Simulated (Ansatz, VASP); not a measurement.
One calculation of Cd2S, two programs

```
CELL_PARAMETERS angstrom
5.60968 0.00000 0.00000
0.00000 5.60968 0.00000
0.00000 0.00000 5.60968
ATOMIC_POSITIONS crystal
Cd 0.25000 0.25000 0.25000
Cd 0.75000 0.75000 0.25000
Cd 0.75000 0.25000 0.75000
Cd 0.25000 0.75000 0.75000
S 0.00000 0.00000 0.00000
S 0.50000 0.50000 0.50000
```

Alike in both runs: task single point; functional PBE; k mesh 4 × 4 × 4; occupations gaussian, width 0.1 eV; no spin polarisation.

|  | VASP | Ansatz |
| --- | --- | --- |
| version | VASP 6.6.1 | Ansatz 0.2.0 |
| potentials or method | VASP PAW PBE potentials, release 64 (Cd, S), cutoff 520 eV | scalar-relativistic, plane waves, PAW |
| valence electrons in the cell | 60 | 92 |

VASP gave:

| Property | Result |
| --- | --- |
| gap on the k mesh at the Fermi level (eV) | none |
| pressure (GPa) | 5.4 |

Q: Estimate Ansatz's values.

A: gap on the k mesh at the Fermi level (eV): none; pressure (GPa): 5.0.

A gap of «none» marks a metal or a gap that the smearing closes. The functional is the same, so the differences come from potentials, cutoffs and numerics. VASP's potentials hold 60 valence electrons a cell and Ansatz's 92, so a difference there can come from the potentials and not from the codes.
